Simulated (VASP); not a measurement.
# GaP (gw) (F-43m) in VASP: a series of runs

The runs below take GaP (gw) through single point, with PBEsol.

Everything below comes from runs of VASP 6.6.1. Logs are shortened: lines on timing, memory, paths and dates and some standing lists are left out, and cuts for length are marked.

**1. The cell of the first run**

The structure is cubic, space group F-43m (No. 216). Conventional cell: a = 5.438 Å, b = 5.438 Å, c = 5.438 Å, α = 90.00°, β = 90.00°, γ = 90.00°. Within 3.1 Å of Ga (site symmetry -43m) lie 4 P at 2.35 Å. Within 3.1 Å of P (site symmetry -43m) lie 4 Ga at 2.35 Å.

**2. Single point, PBEsol**

INCAR reads:

```
PREC = Accurate
ENCUT = 500
EDIFF = 1E-6
ISMEAR = 0
SIGMA = 0.01
LREAL = F
LASPH = T
NELM = 120
ALGO = Normal
ISIF = 2
LWAVE = F
LCHARG = F
GGA = PS
NBANDS = 16
GGA_COMPAT = F
```

KPOINTS reads:

```
Automatic mesh
0
Gamma
  4 4 4
```

POSCAR reads:

```
GaP
1.0
    0.0000000000      2.7192248560      2.7192248560
    2.7192248560      0.0000000000      2.7192248560
    2.7192248560      2.7192248560      0.0000000000
Ga P
1 1
Direct
    0.0000000000      0.0000000000      0.0000000000
    0.2500000000      0.2500000000      0.2500000000
```

Potentials or basis: VASP PAW PBE potentials, release 64 (Ga_d, P).

Command:

```
$ cat potpaw_PBE.64/Ga_d/POTCAR potpaw_PBE.64/P/POTCAR > POTCAR
$ mpirun -np 1 vasp_std > vasp.out
```

OUTCAR:

```text
PREC = Accurate
   ENCUT = 500
   EDIFF = 1E-6
   ISMEAR = 0
   LREAL = F
   LASPH = T
   NELM = 120
   ISIF = 2
   GGA = PS

 ion  position               nearest neighbor table
   1  0.000  0.000  0.000-   2 2.35   2 2.35   2 2.35   2 2.35
   2  0.250  0.250  0.250-   1 2.35   1 2.35   1 2.35   1 2.35

  LATTYP: Found a face centered cubic cell.
 ALAT       =     5.4384497120

  Lattice vectors:

 A1 = (   0.0000000000,   2.7192248560,   2.7192248560)
 A2 = (   2.7192248560,   0.0000000000,   2.7192248560)
 A3 = (   2.7192248560,   2.7192248560,   0.0000000000)

Analysis of symmetry for initial positions (statically):
=====================================================================
 Subroutine PRICEL returns:
 Original cell was already a primitive cell.

 Routine SETGRP: Setting up the symmetry group for a
 face centered cubic supercell.

 Subroutine GETGRP returns: Found 24 space group operations
 (whereof 24 operations were pure point group operations)
 out of a pool of 48 trial point group operations.

The static configuration has the point symmetry T_d .

Analysis of symmetry for dynamics (positions and initial velocities):
=====================================================================
 Subroutine PRICEL returns:
 Original cell was already a primitive cell.

 Routine SETGRP: Setting up the symmetry group for a
 face centered cubic supercell.

 Subroutine GETGRP returns: Found 24 space group operations
 (whereof 24 operations were pure point group operations)
 out of a pool of 48 trial point group operations.

The dynamic configuration has the point symmetry T_d .

 Subroutine INISYM returns: Found 24 space group operations
 (whereof 24 operations are pure point group operations),
 and found     1 'primitive' translations

----------------------------------------------------------------------------------------

                                     Primitive cell

  volume of cell :      40.2129

  direct lattice vectors                    reciprocal lattice vectors
     0.000000000  2.719224856  2.719224856    -0.183875930  0.183875930  0.183875930
     2.719224856  0.000000000  2.719224856     0.183875930 -0.183875930  0.183875930
     2.719224856  2.719224856  0.000000000     0.183875930  0.183875930 -0.183875930

  length of vectors
     3.845564670  3.845564670  3.845564670     0.318482454  0.318482454  0.318482454

  position of ions in fractional coordinates (direct lattice)
     0.000000000  0.000000000  0.000000000
     0.250000000  0.250000000  0.250000000

  ion indices of the primitive-cell ions
   primitive index   ion index
                 1           1
                 2           2

----------------------------------------------------------------------------------------

 KPOINTS: Automatic mesh

Automatic generation of k-mesh.
 Grid dimensions read from file:
 generate k-points for:    4    4    4

 Generating k-lattice:

  Cartesian coordinates                     Fractional coordinates (reciprocal lattice)
    -0.045968983  0.045968983  0.045968983     0.250000000  0.000000000  0.000000000
     0.045968983 -0.045968983  0.045968983     0.000000000  0.250000000  0.000000000
     0.045968983  0.045968983 -0.045968983     0.000000000  0.000000000  0.250000000

  Length of vectors
     0.079620613  0.079620613  0.079620613

  Shift w.r.t. Gamma in fractional coordinates (k-lattice)
     0.000000000  0.000000000  0.000000000

 Subroutine IBZKPT returns following result:
 ===========================================

 Found      8 irreducible k-points:

 Following reciprocal coordinates:
            Coordinates               Weight
  0.000000  0.000000  0.000000      1.000000
  0.250000  0.000000  0.000000      8.000000
  0.500000  0.000000  0.000000      4.000000
  0.250000  0.250000  0.000000      6.000000
  0.500000  0.250000  0.000000     24.000000
 -0.250000  0.250000  0.000000     12.000000
  0.500000  0.500000  0.000000      3.000000
 -0.250000  0.500000  0.250000      6.000000
   k-points           NKPTS =      8   k-points in BZ     NKDIM =      8   number of bands    NBANDS=     16
   number of dos      NEDOS =    301   number of ions     NIONS =      2
   total plane-waves  NPLWV =  21952
   dimension x,y,z NGX =    28 NGY =   28 NGZ =   28
   dimension x,y,z NGXF=    56 NGYF=   56 NGZF=   56
   ions per type =               1   1
   NGX,Y,Z   is equivalent  to a cutoff of  12.10, 12.10, 12.10 a.u.
   NGXF,Y,Z  is equivalent  to a cutoff of  24.21, 24.21, 24.21 a.u.
 SYSTEM =  unknown system
   PREC   = accura    normal or accurate (medium, high low for compatibility)
   ISTART =      0    job   : 0-new  1-cont  2-samecut
   ICHARG =      2    charge: 1-file 2-atom 10-const
   ISPIN  =      1    spin polarized calculation?
   LNONCOLLINEAR =      F non collinear calculations
   LSORBIT =      F    spin-orbit coupling
   LASPH  =      T    aspherical Exc in radial PAW
   ENCUT  =  500.0 eV  36.75 Ry    6.06 a.u.   7.01  7.01  7.01*2*pi/ulx,y,z
   NELM   =    120;   NELMIN=  2; NELMDL= -5     # of ELM steps
   EDIFF  = 0.1E-05   stopping-criterion for ELM
   LREAL  =      F    real-space projection
   EDIFFG = 0.1E-04   stopping-criterion for IOM
   NSW    =      0    number of steps for IOM
   IBRION =     -1    ionic relax: 0-MD 1-quasi-New 2-CG
   NFREE  =      0    steps in history (QN), initial steepest desc. (CG)
   ISIF   =      2    stress and relaxation
   ISYM   =      2    0-nonsym 1-usesym 2-fastsym
   POTIM  = 0.5000    time-step for ionic-motion
   TEBEG  =    0.0;   TEEND  =   0.0 temperature during run
   PSTRESS=    0.0 pullay stress
   NELECT =      18.0000    total number of electrons
   NUPDOWN=      -1.0000    fix difference up-down
   EMIN   =  10.00;   EMAX   =-10.00  energy-range for DOS
   EFERMI =   0.00;   METHOD = LEGACY
   ISMEAR =     0;   SIGMA  =   0.01  broadening in eV -4-tet -1-fermi 0-gaus
   EFERMI_NEDOS =   21; number of points for ismear=-14 and -15
   IALGO  =     38    algorithm
   IMIX   =      4    mixing-type and parameters
     AMIX     =   0.40;   BMIX     =  1.00
     AMIX_MAG =   1.60;   BMIX_MAG =  1.00
  volume/ion in A,a.u.               =      20.11       135.69
  Fermi-wavevector in a.u.,A,eV,Ry     =   1.252306  2.366516 21.337621  1.568271
  Thomas-Fermi vector in A             =   2.386213
   LORBIT       =      0    0 simple, 1 ext, 2 COOP (PROOUT), +10 PAW based schemes
   GGA     = PS    functional components
   LHFCALC =     F    Hartree Fock is set to
   AEXX    =    0.0000 exact exchange contribution
   IVDW    =     0    specifies the selected vdW correction
   LEPSILON=     F    determine dielectric tensor
   LRPA    =     F    only Hartree local field effects (RPA)
 non-spin polarized calculation
 Gauss-broadening in eV      SIGMA  =   0.01
  energy-cutoff  :      500.00
  volume of cell :       40.21
 maximum number of plane-waves:      1036
   NGX = 13   NGY = 13   NGZ = 13

 number of electron      18.0000015 magnetization

 Free energy of the ion-electron system (eV)
  ---------------------------------------------------
  ext. energy  EPLUGINS =         0.00000000
  ---------------------------------------------------
  free energy    TOTEN  =        -9.77227617 eV

  energy without entropy =       -9.77227617  energy(sigma->0) =       -9.77227617

 E-fermi :   4.7487     XC(G=0): -10.0323

 val. band max:        4.6854283587   @ k =   0.0000   0.0000   0.0000
 cond. band min:       6.1559629255   @ k =   0.5000   0.5000   0.0000
 fundamental gap:      1.4705345668
 Fermi energy:         4.7487246319

 k-point     1 :       0.0000    0.0000    0.0000
  band No.  band energies     occupation
      1      -9.9161      2.00000
      2      -9.9161      2.00000
      3      -9.9161      2.00000
      4      -9.8149      2.00000
      5      -9.8149      2.00000
      6      -7.8993      2.00000
[... 8 lines left out ...]
     15      14.4408      0.00000
     16      14.4408      0.00000

 k-point     2 :       0.2500    0.0000    0.0000
  band No.  band energies     occupation
      1      -9.9605      2.00000
      2      -9.9010      2.00000
      3      -9.9010      2.00000
      4      -9.8136      2.00000
      5      -9.8136      2.00000
      6      -7.1100      2.00000
[... 8 lines left out ...]
     15      13.5832      0.00000
     16      14.3863      0.00000

 k-point     3 :       0.5000    0.0000    0.0000
  band No.  band energies     occupation
      1      -9.9987      2.00000
      2      -9.8908      2.00000
      3      -9.8908      2.00000
      4      -9.8072      2.00000
      5      -9.8072      2.00000
      6      -5.7808      2.00000
[... 8 lines left out ...]
     15      16.3551      0.00000
     16      16.3551      0.00000

 k-point     4 :       0.2500    0.2500    0.0000
  band No.  band energies     occupation
      1      -9.9841      2.00000
      2      -9.8834      2.00000
      3      -9.8834      2.00000
      4      -9.8318      2.00000
      5      -9.8037      2.00000
      6      -6.8447      2.00000
[... 8 lines left out ...]
     15      15.4025      0.00000
     16      17.2235      0.00000

 k-point     5 :       0.5000    0.2500    0.0000
  band No.  band energies     occupation
      1     -10.0098      2.00000
      2      -9.8765      2.00000
      3      -9.8682      2.00000
      4      -9.8303      2.00000
      5      -9.8018      2.00000
      6      -5.4550      2.00000
[... 8 lines left out ...]
     15      16.4505      0.00000
     16      17.8738      0.00000

 k-point     6 :      -0.2500    0.2500    0.0000
  band No.  band energies     occupation
      1      -9.9927      2.00000
      2      -9.8867      2.00000
      3      -9.8815      2.00000
      4      -9.8164      2.00000
      5      -9.8131      2.00000
      6      -5.9807      2.00000
[... 8 lines left out ...]
     15      15.6786      0.00000
     16      17.9755      0.00000

 k-point     7 :       0.5000    0.5000    0.0000
  band No.  band energies     occupation
      1     -10.0349      2.00000
      2      -9.8524      2.00000
      3      -9.8490      2.00000
      4      -9.8490      2.00000
      5      -9.7925      2.00000
      6      -4.8534      2.00000
[... 8 lines left out ...]
     15      17.0992      0.00000
     16      17.6484      0.00000

 k-point     8 :      -0.2500    0.5000    0.2500
  band No.  band energies     occupation
      1     -10.0148      2.00000
      2      -9.8770      2.00000
      3      -9.8550      2.00000
      4      -9.8307      2.00000
      5      -9.8059      2.00000
      6      -4.7540      2.00000
[... 8 lines left out ...]
     15      16.5835      0.00000
     16      18.4362      0.00000

------------------------ aborting loop because EDIFF is reached ----------------------------------------

  FORCE on cell =-STRESS in cart. coord.  units (eV):
  Direction    XX          YY          ZZ          XY          YZ          ZX
  --------------------------------------------------------------------------------------
  -------------------------------------------------------------------------------------
  Total        0.0867637      0.0867637      0.0867637      0.0000000      0.0000000      0.0000000
  in kB        3.4568706      3.4568706      3.4568706      0.0000000      0.0000000      0.0000000
  external PRESSURE =       3.4568706 kB  Pullay stress =       0.0000000 kB

 VOLUME and BASIS-vectors are now :
 -----------------------------------------------------------------------------
  energy-cutoff  :      500.00
  volume of cell :       40.21
      direct lattice vectors                 reciprocal lattice vectors
     0.000000000  2.719224856  2.719224856    -0.183875930  0.183875930  0.183875930
     2.719224856  0.000000000  2.719224856     0.183875930 -0.183875930  0.183875930
     2.719224856  2.719224856  0.000000000     0.183875930  0.183875930 -0.183875930

 POSITION                                       TOTAL-FORCE (eV/Angst)
 -----------------------------------------------------------------------------------
      0.00000      0.00000      0.00000         0.000000      0.000000      0.000000
      1.35961      1.35961      1.35961        -0.000000     -0.000000     -0.000000
 -----------------------------------------------------------------------------------
    total drift:                                0.000001      0.000001      0.000001

  FREE ENERGIE OF THE ION-ELECTRON SYSTEM (eV)
  ---------------------------------------------------
  free  energy   TOTEN  =        -9.7722761722 eV

  energy  without entropy=       -9.7722761722  energy(sigma->0) =       -9.77227617
```

Wall time 6.1 s (1 thread of Intel Xeon Platinum 8259CL at 2.50GHz (Skylake/Cascade Lake), shared host); peak memory 0.15 GiB.

Results:

- Free energy: -9.7723 eV
- Pressure: 0.3 GPa
- Band gap on the k mesh: 1.47 eV, indirect (least direct gap 1.79 eV)

Caveat: the k points lie up to 0.50 Å⁻¹ apart; the PAW data sets were made with another functional, which shifts forces and pressure a little. A k mesh can miss the band edges.

[end of part 1 of 2]
